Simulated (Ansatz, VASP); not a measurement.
# One calculation of InSb, two programs

```
In Sb
1.0
     0.00000    2.94735    2.94735
     2.94735    0.00000    2.94735
     2.94735    2.94735    0.00000
In Sb
1 1
Direct
  0.00000 0.00000 0.00000
  0.50000 0.50000 0.50000
```

Alike in both runs: task relaxation of cell and atoms; functional PBE; k mesh 11 × 11 × 11; occupations fermi-dirac, width 0.05 eV; no spin polarisation.

|  | VASP | Ansatz |
| --- | --- | --- |
| version | VASP 6.6.1 | Ansatz 0.2.0 |
| potentials or method | VASP PAW PBE potentials, release 64 (In_d, Sb) | PAW with Ansatz's default frozen-core files, scalar-relativistic |
| plane-wave cutoff (eV) | 600 | 420 |
| valence electrons in the cell | 18 | 28 |

|  | VASP | Ansatz | Ansatz less VASP |
| --- | --- | --- | --- |
| relaxed volume (Å³/atom) | 29.04 | 29.08 | +0.037 |
| relaxed cell length with the largest relative difference (Å) | 4.347 | 4.349 | +0.0019 |

VASP's potentials hold 18 valence electrons a cell and Ansatz's 28, so a difference there can come from the potentials and not from the codes.

Spin-orbit coupling is off throughout.
